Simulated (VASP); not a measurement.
Wanted: the native input for a VASP 6.6.1 run.

| Quantity | Value |
| --- | --- |
| Task | single point |
| Functional | HF |
| Potentials or basis | VASP PAW PBE potentials, release 64 (Au) |
| Cutoff | 520 eV |
| k mesh | 6 × 6 × 3 |
| Occupations | fermi-dirac, width 0.05 eV |
| Spin | no spin polarisation |
| Dipole correction | no |
| Grid for exact exchange (PRECFOCK) | Normal |
| Further INCAR settings | ALGO = Normal; EDIFF = 1e-06; NBANDS = 18 |
| Share of exact exchange | 1 |

Au:

```xyz
2
Lattice="2.9879 0.0000 0.0000 -1.4939 2.5876 0.0000 0.0000 0.0000 5.3575" Properties=species:S:1:pos:R:3 pbc="T T T"
Au    1.4939    0.8625    1.3394
Au    0.0000    1.7251    4.0181
```

This isn't the form of Au at room conditions, which is fcc.

These files were run (other wordings do the same):

POSCAR

```
Au
1.0
    2.9878799228      0.0000000000      0.0000000000
   -1.4939399614      2.5875799166      0.0000000000
    0.0000000000      0.0000000000      5.3575214689
Au
2
Direct
    0.6666666667      0.3333333333      0.2500000000
    0.3333333333      0.6666666667      0.7500000000
```

INCAR.step1

```
SYSTEM = Au
PREC     = Accurate       ! precision mode
ENCUT    = 520            ! plane-wave cutoff, eV
EDIFF    = 1E-5           ! SCF threshold, eV
ISMEAR   = -1             ! smearing method
SIGMA    = 0.05           ! smearing width, eV
LREAL    = .False.        ! projectors in reciprocal space
LASPH    = .True.         ! aspherical terms in the spheres
NELM     = 100            ! most SCF steps
ALGO     = Normal         ! electronic algorithm
ISIF     = 2              ! what is computed and relaxed
LWAVE    = .True.         ! write WAVECAR
LCHARG   = .False.        ! write CHGCAR
NBANDS   = 18             ! bands
GGA      = PE             ! functional
```

INCAR.step2

```
SYSTEM = Au
PREC     = Accurate       ! precision mode
ENCUT    = 520            ! plane-wave cutoff, eV
EDIFF    = 1E-6           ! SCF threshold, eV
ISMEAR   = -1             ! smearing method
SIGMA    = 0.05           ! smearing width, eV
LREAL    = .False.        ! projectors in reciprocal space
LASPH    = .True.         ! aspherical terms in the spheres
NELM     = 100            ! most SCF steps
ALGO     = Normal         ! electronic algorithm
ISIF     = 2              ! what is computed and relaxed
LWAVE    = .False.        ! write WAVECAR
LCHARG   = .False.        ! write CHGCAR
GGA      = PE             ! functional
LHFCALC  = .True.         ! exact exchange
AEXX     = 1.0            ! exact-exchange fraction
ALDAC    = 0.0          
AGGAC    = 0.0          
PRECFOCK = Normal       
NBANDS   = 18             ! bands
ISTART   = 1
```

KPOINTS

```
Automatic mesh
0
Gamma
  6 6 3
  0 0 0
```

Potentials or basis: VASP PAW PBE potentials, release 64 (Au).

Launch:

```sh
$ cat potpaw_PBE.64/Au/POTCAR > POTCAR
$ cp INCAR.step1 INCAR
$ mpirun -np 1 vasp_std > vasp.out
$ cp INCAR.step2 INCAR
$ mpirun -np 1 vasp_std > vasp.out
```

Results of the run:

* Pressure: -0.7 GPa
* Band gap on the k mesh: zero (bands 11 and 12 overlap by 14.03 eV)

Caveat: the k points lie up to 0.40 Å⁻¹ apart, too coarse for converged energies and pressures of a metal; the PAW data sets were made with another functional, which shifts forces and pressure a little; spin-orbit coupling is left out, which moves the levels of the heavy elements.

Run time: 35 min on 1 thread of Intel(R) Xeon(R) Platinum 8259CL CPU @ 2.50GHz (Skylake/Cascade Lake) (shared host), peak memory 0.17 GiB.
